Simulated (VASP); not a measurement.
**Cr: relaxation of cell and atoms with PBEsol**

Cr:

```xyz
1
Lattice="2.3600 0.0000 0.0000 0.0000 2.3600 0.0000 0.0000 0.0000 2.3600" Properties=species:S:1:pos:R:3 pbc="T T T"
Cr    0.0000    0.0000    0.0000
```

```
Program                : VASP 6.6.1
Task                   : relaxation of cell and atoms
Functional             : PBEsol
Potentials or basis    : VASP PAW PBE potentials, release 64 (Cr_pv)
Cutoff                 : 600 eV
k mesh                 : 9 × 9 × 9
Occupations            : fermi-dirac, width 0.05 eV
Spin                   : collinear spin, ferromagnetic start
Starting moments       : [3.0] μB
Target pressure        : 10 GPa
Dipole correction      : no
Further INCAR settings : ALGO = Normal; EDIFF = 1e-06; IBRION = 2; EDIFFG = -0.01; NSW = 60; ISIF = 3
```

The relaxed volume is 11.76 Å³/atom, the relaxed cell is a = 2.274 Å, b = 2.274 Å, c = 2.274 Å, α = 90.00°, β = 90.00°, γ = 90.00° and the space group after relaxing (to 0.05 Å) is Pm-3m (No. 221). The energy change on relaxing (the enthalpy is what falls) is -20.1 meV/atom and the ionic steps are 7. The pressure after relaxing is 10.0 GPa and the band gap on the k mesh is zero (filled and empty bands overlap). The net moment is 0.00 μB per cell and the valence electrons inside the program's atomic spheres are Cr 11.25.

The path:
| step | energy change (eV) | largest force (eV/Å) | pressure (GPa) | volume (Å³) |
| --- | --- | --- | --- | --- |
| 1 | 0.0000 | 0.0000 | -12.42 | 13.14 |
| 2 | 0.3850 | 0.0000 | 69.90 | 9.95 |
| 3 | -0.0235 | 0.0000 | 8.68 | 11.81 |
| 4 | -0.0206 | 0.0000 | 9.81 | 11.76 |
| 5 | -0.0189 | 0.0000 | 10.39 | 11.74 |
| 6 | -0.0216 | 0.0000 | 9.49 | 11.78 |
| 7 | -0.0201 | 0.0000 | 9.99 | 11.76 |

Final structure:
```xyz
1
Lattice="2.2738 0.0000 0.0000 0.0000 2.2738 0.0000 0.0000 0.0000 2.2738" Properties=species:S:1:pos:R:3 pbc="T T T"
Cr    0.0000    0.0000    0.0000
```

Levels at points of the mesh, in eV from the Fermi level:
Spin up:
```tsv
k point	band 4	band 5	band 6	band 7	band 8	band 9
(0.00, 0.00, 0.00)	-7.75	-3.61	-3.61	2.68	2.68	2.68
```
Spin down:
| k point | band 2 | band 3 | band 4 | band 5 | band 6 | band 7 | band 8 | band 9 | band 10 | band 11 |
| --- | --- | --- | --- | --- | --- | --- | --- | --- | --- | --- |
| (0.00, 0.00, 0.00) | -42.33 | -42.33 | -7.75 | -3.61 | -3.61 | 2.68 | 2.68 | 2.68 | 7.51 | 20.57 |

Run time: 25 s on 1 thread of Intel(R) Xeon(R) 6975P-C (Granite Rapids), with other jobs on the host, peak memory 0.14 GiB.

Caveat: the starting moments collapsed, and a magnetic state may lie lower; the cell is relaxed towards a set pressure, so the enthalpy falls and the energy may rise; the PAW data sets were made with another functional, which shifts forces and pressure a little.
